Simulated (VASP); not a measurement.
# Eu: single point with r2SCAN

Eu:

```
Eu
1.0
    -2.20042    2.20042    2.20042
     2.20042   -2.20042    2.20042
     2.20042    2.20042   -2.20042
Eu
1
Direct
  0.00000 0.00000 0.00000
```

```yaml
Program: VASP 6.6.1
Task: single point
Functional: r2SCAN
Potentials_or_basis: VASP PAW PBE potentials, release 64 (Eu)
Cutoff: 800 eV
k_mesh: 14 × 14 × 14
Occupations: gaussian, width 0.05 eV
Spin: collinear spin, ferromagnetic start
Starting_moments: "[8.0] μB"
Dipole_correction: no
Further_INCAR_settings: ALGO = Normal; EDIFF = 1e-06; NBANDS = 18
```

* Pressure: 0.3 GPa
* Net moment: 7.77 μB per cell
* Site moments: Eu +6.71 μB
* Valence electrons inside the program's atomic spheres: Eu 14.80

Levels at points of the mesh, in eV from the Fermi level:
Spin up:
| k point | band 8 | band 9 | band 10 | band 11 | band 12 | band 13 | band 14 | band 15 | band 16 | band 17 |
| --- | --- | --- | --- | --- | --- | --- | --- | --- | --- | --- |
| (0.00, 0.00, 0.00) | -0.64 | -0.54 | -0.54 | -0.54 | -0.51 | 1.99 | 1.99 | 1.99 | 3.56 | 3.56 |
| (0.50, 0.00, 0.00) | -0.66 | -0.53 | -0.52 | -0.51 | -0.49 | 0.38 | 0.45 | 3.57 | 4.27 | 5.99 |
| (0.50, 0.50, 0.50) | -0.65 | -0.65 | -0.65 | -0.44 | -0.44 | -0.44 | 5.01 | 5.01 | 5.01 | 5.43 |
Spin down:
| k point | band 1 | band 2 | band 3 | band 4 | band 5 | band 6 | band 7 | band 8 | band 9 | band 10 |
| --- | --- | --- | --- | --- | --- | --- | --- | --- | --- | --- |
| (0.00, 0.00, 0.00) | -39.40 | -18.39 | -18.39 | -18.39 | -3.20 | 3.25 | 3.25 | 3.25 | 5.22 | 5.22 |
| (0.50, 0.00, 0.00) | -39.35 | -18.94 | -18.57 | -18.39 | -0.52 | 1.70 | 2.02 | 5.12 | 5.16 | 5.64 |
| (0.50, 0.50, 0.50) | -39.32 | -18.77 | -18.77 | -18.77 | 0.07 | 0.07 | 5.08 | 5.08 | 5.08 | 5.56 |

It took 43 min on 1 thread of AMD EPYC 7R13, on a shared host, peak memory 0.43 GiB.

Caveat: the PAW data sets were made with another functional, which shifts forces and pressure a little; spin-orbit coupling is left out, which moves the levels of the heavy elements; semilocal functionals describe open f shells poorly, which spoils levels, moments and volumes. The state reached can hang on the start; a lower one may exist.
